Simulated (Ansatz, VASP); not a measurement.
## HfN in VASP and in Ansatz

The input INCAR:

```
  PREC = Accurate
  ENCUT = 520
  EDIFF = 1E-6
  ISMEAR = 0
  SIGMA = 0.15
  LREAL = F
  LASPH = T
  NELM = 100
  ALGO = Normal
  ISIF = 2
  LWAVE = F
  LCHARG = F
  NBANDS = 14
```

Contents of KPOINTS:

```
Automatic mesh
0
Gamma
  18 18 18
```

Contents of POSCAR:

```
HfN
1.0
    0.0000000000      2.3098275000      2.3098275000
    2.2590000000      0.0508275000      2.2590000000
    2.2590000000      2.2590000000      0.0508275000
Hf N
1 1
Direct
    0.0000000000      0.0000000000      0.0000000000
    0.5000000000      0.5000000000      0.5000000000
```

Input for Ansatz:

```yaml
crystal:
  lattice:
    - [0.0, 2.3098275, 2.3098275]
    - [2.259, 0.0508275, 2.259]
    - [2.259, 2.259, 0.0508275]
  atoms:
    - { symbol: Hf, position: [0.0, 0.0, 0.0] }
    - { symbol: "N", position: [0.5, 0.5, 0.5] }
basis:
  ecutwfc: 420
kpoints:
  mp_grid: { grid: [18, 18, 18] }
hamiltonian:
  xc: lda
scf:
  occupations: { method: gaussian, width: 0.15 }
output:
  forces: true
  stress: true
  eigenvalues: true
```

Change from the starting cell: strain +0.0450 x Voigt [0, 0, 0, 1, 0, 0], atoms carried along.

Alike in both runs: task single point; functional LDA; k mesh 18 × 18 × 18; occupations gaussian, width 0.15 eV; no spin polarisation.

```csv
,VASP,Ansatz
version,VASP 6.6.1,Ansatz 0.2.0
potentials or method,"VASP PAW LDA potentials, release 64 (Hf_pv, N), cutoff 520 eV","scalar-relativistic, plane waves, PAW"
valence electrons in the cell,15,31
```

VASP gave:

```
gap on the k mesh at the Fermi level (eV)                     : none
pressure (GPa)                                                : -10.4
traceless stress, the component that is largest in VASP (GPa) : -5.64
```

Task: Estimate Ansatz's values.

Result: gap on the k mesh at the Fermi level (eV): none; pressure (GPa): -9.2; traceless stress, the component that is largest in VASP (GPa): -5.55.

LDA's correlation is that of Perdew and Zunger in VASP and of Perdew and Wang (1992) in Ansatz. A gap of «none» marks a metal or a gap that the smearing closes. VASP's potentials hold 15 valence electrons a cell and Ansatz's 31, so a difference there can come from the potentials and not from the codes.

Neither program's run includes spin-orbit coupling.
